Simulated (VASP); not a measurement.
# RbW2 (P-3m1) in VASP: notebook

RbW2 is run at these levels: PBE; tasks: relaxation of cell and atoms, single point.

All numbers are computed with VASP 6.6.1; they aren't measurements. Logs are shortened: lines on timing, memory, paths and dates and some standing lists are left out, and cuts for length are marked.

## 1. The cell of the first run

It takes space group P-3m1 (No. 164, trigonal). The conventional cell has a = 3.209 Å, b = 3.209 Å, c = 8.337 Å, α = 90.00°, β = 90.00°, γ = 120.00°. Rb (site symmetry -3m) has 6 Rb at 3.21 Å and 6 W at 3.80 Å within 4.2 Å. Within 3.3 Å of W (site symmetry 3m) lie 9 W at 2.51 to 3.21 Å.

## 2. Relaxation of cell and atoms, PBE

Input file INCAR:

```
PREC = Accurate ; ENCUT = 600
EDIFF = 1E-7 ; ISMEAR = 0
SIGMA = 0.1 ; LREAL = False
LASPH = True ; NELM = 100
ALGO = Normal ; ISIF = 3
LWAVE = False ; LCHARG = False
GGA = PE ; IBRION = 2
NSW = 100 ; EDIFFG = -0.01
```

Input file KPOINTS:

```
Automatic mesh
0
Gamma
  18 18 6
```

Input file POSCAR:

```
RbW2
1.0
    3.2092529151      0.0000000000      0.0000000000
   -1.6046264575      2.7792945516      0.0000000000
    0.0000000000      0.0000000000      8.3369902651
Rb W
1 2
Direct
    0.0000000000      0.0000000000      0.5000000000
    0.3333333333      0.6666666667      0.8984997804
    0.6666666667      0.3333333333      0.1015002196
```

Potentials or basis: VASP PAW PBE potentials, release 64 (Rb_sv, W_sv).

Launch:

```
$ cat potpaw_PBE.64/Rb_sv/POTCAR potpaw_PBE.64/W_sv/POTCAR > POTCAR
$ mpirun -np 1 vasp_std > vasp.out
```

OUTCAR:

```text
PREC = Accurate
   ENCUT = 600
   EDIFF = 1E-7
   ISMEAR = 0
   LREAL = False
   LASPH = True
   NELM = 100
   ISIF = 3
   GGA = PE
   IBRION = 2
   NSW = 100
   EDIFFG = -0.01

 ion  position               nearest neighbor table
   1  0.000  0.000  0.500-   2 3.80   3 3.80   2 3.80   3 3.80   3 3.80   2 3.80
   2  0.333  0.667  0.898-   3 2.51   3 2.51   3 2.51   1 3.80   1 3.80   1 3.80
   3  0.667  0.333  0.102-   2 2.51   2 2.51   2 2.51   1 3.80   1 3.80   1 3.80

  LATTYP: Found a hexagonal cell.
 ALAT       =     3.2092529151
 C/A-ratio  =     2.5977978320

  Lattice vectors:

 A1 = (   3.2092529151,   0.0000000000,   0.0000000000)
 A2 = (  -1.6046264575,   2.7792945516,   0.0000000000)
 A3 = (   0.0000000000,   0.0000000000,   8.3369902651)

Analysis of symmetry for initial positions (statically):
=====================================================================
 Subroutine PRICEL returns:
 Original cell was already a primitive cell.

 Routine SETGRP: Setting up the symmetry group for a
 hexagonal supercell.

 Subroutine GETGRP returns: Found 12 space group operations
 (whereof 12 operations were pure point group operations)
 out of a pool of 24 trial point group operations.

The static configuration has the point symmetry D_3d.

Analysis of symmetry for dynamics (positions and initial velocities):
=====================================================================
 Subroutine PRICEL returns:
 Original cell was already a primitive cell.

 Routine SETGRP: Setting up the symmetry group for a
 hexagonal supercell.

 Subroutine GETGRP returns: Found 12 space group operations
 (whereof 12 operations were pure point group operations)
 out of a pool of 24 trial point group operations.

The dynamic configuration has the point symmetry D_3d.

 Subroutine INISYM returns: Found 12 space group operations
 (whereof 12 operations are pure point group operations),
 and found     1 'primitive' translations

----------------------------------------------------------------------------------------

                                     Primitive cell

  volume of cell :      74.3614

  direct lattice vectors                    reciprocal lattice vectors
     3.209252915  0.000000000  0.000000000     0.311599000  0.179901767  0.000000000
    -1.604626457  2.779294552  0.000000000     0.000000000  0.359803533  0.000000000
     0.000000000  0.000000000  8.336990265     0.000000000  0.000000000  0.119947363
[... 95 lines left out ...]
   TEBEG  =    0.0;   TEEND  =   0.0 temperature during run
   PSTRESS=    0.0 pullay stress
   NELECT =      37.0000    total number of electrons
   NUPDOWN=      -1.0000    fix difference up-down
   EMIN   =  10.00;   EMAX   =-10.00  energy-range for DOS
   EFERMI =   0.00;   METHOD = LEGACY
   ISMEAR =     0;   SIGMA  =   0.10  broadening in eV -4-tet -1-fermi 0-gaus
   EFERMI_NEDOS =   21; number of points for ismear=-14 and -15
   IALGO  =     38    algorithm
   IMIX   =      4    mixing-type and parameters
     AMIX     =   0.40;   BMIX     =  1.00
     AMIX_MAG =   1.60;   BMIX_MAG =  1.00
  volume/ion in A,a.u.               =      24.79       167.27
  Fermi-wavevector in a.u.,A,eV,Ry     =   1.297257  2.451461 22.896926  1.682877
  Thomas-Fermi vector in A             =   2.428661
   LORBIT       =      0    0 simple, 1 ext, 2 COOP (PROOUT), +10 PAW based schemes
   GGA     = PE    functional components
   LHFCALC =     F    Hartree Fock is set to
   AEXX    =    0.0000 exact exchange contribution
   IVDW    =     0    specifies the selected vdW correction
   LEPSILON=     F    determine dielectric tensor
   LRPA    =     F    only Hartree local field effects (RPA)
 conjugate gradient relaxation of ions
 non-spin polarized calculation
 Gauss-broadening in eV      SIGMA  =   0.10
  energy-cutoff  :      600.00
  volume of cell :       74.36
 maximum number of plane-waves:      2516
 NGX is ok and might be reduce to    28
   NGX = 13   NGY = 13   NGZ = 33

--------------------------------------- Ionic step        1  -------------------------------------------

 number of electron      37.0000001 magnetization

 Free energy of the ion-electron system (eV)
  ---------------------------------------------------
  ext. energy  EPLUGINS =         0.00000000
  ---------------------------------------------------
  free energy    TOTEN  =       -22.85175224 eV

  energy without entropy =      -22.83662275  energy(sigma->0) =      -22.84418749

------------------------ aborting loop because EDIFF is reached ----------------------------------------

  FORCE on cell =-STRESS in cart. coord.  units (eV):
  Direction    XX          YY          ZZ          XY          YZ          ZX
  --------------------------------------------------------------------------------------
  -------------------------------------------------------------------------------------
  Total        0.4163669      0.4163669     -0.2080924      0.0000000      0.0000000      0.0000000
  in kB        8.9709602      8.9709602     -4.4835184      0.0000000      0.0000000      0.0000000
  external PRESSURE =       4.4861340 kB  Pullay stress =       0.0000000 kB
[... 209 lines left out ...]
--------------------------------------- Ionic step        7  -------------------------------------------

 number of electron      37.0000000 magnetization

 Free energy of the ion-electron system (eV)
  ---------------------------------------------------
  ext. energy  EPLUGINS =         0.00000000
  ---------------------------------------------------
  free energy    TOTEN  =       -22.85809448 eV

  energy without entropy =      -22.84443333  energy(sigma->0) =      -22.85126390

 E-fermi :   5.7679     XC(G=0): -10.4027

 val. band max:        5.7672058612   @ k =   0.3333   0.0556   0.1667
 cond. band min:       5.7698497010   @ k =   0.0000   0.2778   0.1667
 fundamental gap:      0.0026438398
 Fermi energy:         5.7679442340

 k-point     1 :       0.0000    0.0000    0.0000
  band No.  band energies     occupation
      1     -68.1523      2.00000
      2     -67.8973      2.00000
      3     -32.7984      2.00000
      4     -32.4053      2.00000
      5     -32.4053      2.00000
      6     -31.8592      2.00000
[... 589 lines left out ...]
     21       7.2219      0.00000
     22       7.7956      0.00000

 [... further k-points ...]

------------------------ aborting loop because EDIFF is reached ----------------------------------------

  FORCE on cell =-STRESS in cart. coord.  units (eV):
  Direction    XX          YY          ZZ          XY          YZ          ZX
  --------------------------------------------------------------------------------------
  -------------------------------------------------------------------------------------
  Total       -0.0041772     -0.0041772      0.0164432     -0.0000000     -0.0000000     -0.0000000
  in kB       -0.0884522     -0.0884522      0.3481851     -0.0000000     -0.0000000     -0.0000000
  external PRESSURE =       0.0570936 kB  Pullay stress =       0.0000000 kB
[... 18 lines left out ...]
  FREE ENERGIE OF THE ION-ELECTRON SYSTEM (eV)
  ---------------------------------------------------
  free  energy   TOTEN  =       -22.8580944799 eV

  energy  without entropy=      -22.8444333269  energy(sigma->0) =      -22.85126390

 reached required accuracy - stopping structural energy minimisation
```

CONTCAR:

```text
RbW2
   1.00000000000000
     3.2379077689775335    0.0000000000005163    0.0000000000000000
    -1.6189538844378730    2.8041103829981875   -0.0000000000000000
     0.0000000000000000    0.0000000000000001    8.3334768457706989
  Rb              W
     1     2
Direct
     0.0000000000000000    1.0000000000000000    0.5000000000000000
     0.3333333332999970    0.6666666667000030    0.9000996536980844
     0.6666666667000030    0.3333333332999970    0.0999003463019157

  0.00000000E+00  0.00000000E+00  0.00000000E+00
  0.00000000E+00  0.00000000E+00  0.00000000E+00
  0.00000000E+00  0.00000000E+00  0.00000000E+00
```

Wall time 21 min (1 thread of Intel Xeon 6975P-C (Granite Rapids), shared host); peak memory 0.52 GiB.

What came out:

* Free energy: -22.8581 eV
* Relaxed volume: 25.22 Å³/atom
* Relaxed cell: a = 3.238 Å, b = 3.238 Å, c = 8.333 Å, α = 90.00°, β = 90.00°, γ = 120.00°
* Space group after relaxing (to 0.05 Å): P-3m1 (No. 164)
* Energy gained by relaxing: 2.1 meV/atom
* Ionic steps: 7
* Pressure after relaxing: 0.0 GPa
* Largest force after relaxing: 0.004 eV/Å

Forces on the atoms (eV/Å):
```
Rb   0.000  0.000  0.000
W    0.000  0.000  0.004
W    0.000  0.000 -0.004
```

The path:
```
step  energy change (eV)  largest force (eV/Å)  pressure (GPa)  volume (Å³)
   1              0.0000                0.1957            0.45        74.36
   2             -0.0057                0.0157            0.38        75.11
   3             -0.0058                0.0541            0.37        75.24
   4             -0.0046                0.2318           -0.79        76.05
   5             -0.0061                0.0325            0.02        75.48
   6             -0.0063                0.0174            0.01        75.58
   7             -0.0063                0.0039            0.01        75.66
```

Final structure:
```xyz
3
Lattice="3.2379 0.0000 0.0000 -1.6190 2.8041 0.0000 0.0000 0.0000 8.3335" Properties=species:S:1:pos:R:3 pbc="T T T"
Rb   -1.6190    2.8041    4.1667
W     0.0000    1.8694    7.5010
W     1.6190    0.9347    0.8325
```

Levels at points of the mesh, in eV from the Fermi level:
| k point | band 14 | band 15 | band 16 | band 17 | band 18 | band 19 | band 20 | band 21 | band 22 |
| --- | --- | --- | --- | --- | --- | --- | --- | --- | --- |
| (0.00, 0.00, 0.00) | -4.67 | -1.98 | -1.98 | -1.78 | -1.78 | -1.70 | -1.34 | 1.30 | 2.62 |
| (0.50, 0.00, 0.00) | -3.81 | -2.62 | -1.54 | -0.98 | -0.77 | 0.12 | 0.89 | 1.51 | 2.27 |
| (0.00, 0.00, 0.50) | -4.76 | -2.76 | -1.98 | -1.98 | -1.79 | -1.79 | 0.14 | 0.84 | 2.64 |
| (0.50, 0.00, 0.50) | -3.92 | -2.51 | -1.55 | -1.31 | -0.41 | 0.09 | 1.46 | 1.88 | 2.29 |

Caveat: spin-orbit coupling is left out, which moves the levels of the heavy elements.

## 3. Single point, PBE

This run uses another cell than the first one, of 25.14 Å³/atom, 1.014 times its volume.

Input file INCAR:

```
PREC = Accurate ; ENCUT = 520
EDIFF = 1E-7 ; ISMEAR = 0
SIGMA = 0.1 ; LREAL = False
LASPH = True ; NELM = 100
ALGO = Normal ; ISIF = 2
LWAVE = False ; LCHARG = False
GGA = PE ; NBANDS = 26
```

KPOINTS is that of step 2.

Input file POSCAR:

```
RbW2
1.0
    3.2341429685      0.0000000000      0.0000000000
   -1.6170714842      2.8008499702      0.0000000000
    0.0000000000      0.0000000000      8.3273165934
Rb W
1 2
Direct
    0.0000000000      0.0000000000      0.5000000000
    0.3333333333      0.6666666667      0.9001971906
    0.6666666667      0.3333333333      0.0998028094
```

Potentials or basis: VASP PAW PBE potentials, release 64 (Rb_sv, W_sv).

Launch:

```
$ cat potpaw_PBE.64/Rb_sv/POTCAR potpaw_PBE.64/W_sv/POTCAR > POTCAR
$ mpirun -np 1 vasp_std > vasp.out
```

OUTCAR:

```text
PREC = Accurate
   ENCUT = 520
   EDIFF = 1E-7
   ISMEAR = 0
   LREAL = False
   LASPH = True
   NELM = 100
   ISIF = 2
   GGA = PE

 ion  position               nearest neighbor table
   1  0.000  0.000  0.500-   2 3.82   3 3.82   2 3.82   3 3.82   3 3.82   2 3.82
   2  0.333  0.667  0.900-   3 2.50   3 2.50   3 2.50   1 3.82   1 3.82   1 3.82
   3  0.667  0.333  0.100-   2 2.50   2 2.50   2 2.50   1 3.82   1 3.82   1 3.82

  LATTYP: Found a hexagonal cell.
 ALAT       =     3.2341429685
 C/A-ratio  =     2.5748140000

  Lattice vectors:

 A1 = (   3.2341429685,   0.0000000000,   0.0000000000)
 A2 = (  -1.6170714842,   2.8008499702,   0.0000000000)
 A3 = (   0.0000000000,   0.0000000000,   8.3273165934)

Analysis of symmetry for initial positions (statically):
=====================================================================
 Subroutine PRICEL returns:
 Original cell was already a primitive cell.

 Routine SETGRP: Setting up the symmetry group for a
 hexagonal supercell.

 Subroutine GETGRP returns: Found 12 space group operations
 (whereof 12 operations were pure point group operations)
[... 163 lines left out ...]

  energy without entropy =      -22.84402173  energy(sigma->0) =      -22.85085901

 E-fermi :   5.7951     XC(G=0): -10.4163

 val. band max:        5.7926831519   @ k =   0.3333   0.0556   0.1667
 cond. band min:       5.7977743463   @ k =   0.0000   0.2778   0.1667
 fundamental gap:      0.0050911944
 Fermi energy:         5.7951475506

 k-point     1 :       0.0000    0.0000    0.0000
  band No.  band energies     occupation
      1     -68.1204      2.00000
      2     -67.8610      2.00000
      3     -32.7731      2.00000
      4     -32.3755      2.00000
      5     -32.3755      2.00000
      6     -31.8225      2.00000
[... 685 lines left out ...]
     25       9.5978      0.00000
     26      10.4477      0.00000

 [... further k-points ...]

------------------------ aborting loop because EDIFF is reached ----------------------------------------

  FORCE on cell =-STRESS in cart. coord.  units (eV):
  Direction    XX          YY          ZZ          XY          YZ          ZX
  --------------------------------------------------------------------------------------
  -------------------------------------------------------------------------------------
  Total        0.1686082      0.1686082      0.1978545      0.0000000     -0.0000000      0.0000000
  in kB        3.5812550      3.5812550      4.2024488      0.0000000     -0.0000000      0.0000000
  external PRESSURE =       3.7883196 kB  Pullay stress =       0.0000000 kB

 VOLUME and BASIS-vectors are now :
 -----------------------------------------------------------------------------
  energy-cutoff  :      520.00
  volume of cell :       75.43
      direct lattice vectors                 reciprocal lattice vectors
     3.234142969  0.000000000  0.000000000     0.309200926  0.178517238  0.000000000
    -1.617071484  2.800849970  0.000000000     0.000000000  0.357034475  0.000000000
     0.000000000  0.000000000  8.327316593     0.000000000  0.000000000  0.120086704

 POSITION                                       TOTAL-FORCE (eV/Angst)
 -----------------------------------------------------------------------------------
      0.00000      0.00000      4.16366         0.000000     -0.000000      0.000000
     -0.00000      1.86723      7.49623        -0.000000     -0.000000     -0.099914
      1.61707      0.93362      0.83109        -0.000000      0.000000      0.099914
 -----------------------------------------------------------------------------------
    total drift:                               -0.000000      0.000000      0.000000

  FREE ENERGIE OF THE ION-ELECTRON SYSTEM (eV)
  ---------------------------------------------------
  free  energy   TOTEN  =       -22.8576962937 eV

  energy  without entropy=      -22.8440217345  energy(sigma->0) =      -22.85085901
```

OSZICAR:

```text
N       E                     dE             d eps       ncg     rms          rms(c)
DAV:   1     0.389708298189E+03    0.38971E+03   -0.21336E+04 10912   0.144E+03
DAV:   2    -0.448220961261E+01   -0.39419E+03   -0.38438E+03 11748   0.433E+02
DAV:   3    -0.240617453967E+02   -0.19580E+02   -0.19288E+02 16668   0.897E+01
DAV:   4    -0.243871346857E+02   -0.32539E+00   -0.32400E+00 12912   0.109E+01
DAV:   5    -0.243935230260E+02   -0.63883E-02   -0.63852E-02 15004   0.143E+00    0.241E+01
DAV:   6    -0.231062063047E+02    0.12873E+01   -0.28007E+00 12398   0.107E+01    0.104E+01
DAV:   7    -0.228651597958E+02    0.24105E+00   -0.10151E+00 11700   0.659E+00    0.169E+00
DAV:   8    -0.228592762706E+02    0.58835E-02   -0.47821E-02 13490   0.162E+00    0.979E-01
DAV:   9    -0.228577764508E+02    0.14998E-02   -0.11263E-02 12372   0.856E-01    0.250E-01
DAV:  10    -0.228577436168E+02    0.32834E-04   -0.13214E-03 14004   0.352E-01    0.554E-02
DAV:  11    -0.228577010515E+02    0.42565E-04   -0.36324E-04 12948   0.914E-02    0.189E-02
DAV:  12    -0.228576983814E+02    0.26701E-05   -0.40762E-05 12954   0.271E-02    0.107E-02
DAV:  13    -0.228576961590E+02    0.22224E-05   -0.40893E-06 11888   0.145E-02    0.112E-03
DAV:  14    -0.228576963015E+02   -0.14249E-06   -0.36095E-07 10486   0.524E-03    0.744E-04
DAV:  15    -0.228576962937E+02    0.78126E-08   -0.59610E-08  6368   0.150E-03
   1 F= -.22857696E+02 E0= -.22850859E+02  d E =-.136746E-01
```

It took 2.4 min on 1 thread of Intel Xeon Platinum 8559C (Emerald Rapids), shared host; peak memory 0.44 GiB.

Results:

```
Free energy   : -22.8577 eV
Pressure      : 0.4 GPa
Largest force : 0.100 eV/Å
```

Forces on the atoms (eV/Å):
```
Rb   0.000  0.000  0.000
W    0.000  0.000 -0.100
W    0.000  0.000  0.100
```

Caveat: spin-orbit coupling is left out, which moves the levels of the heavy elements.
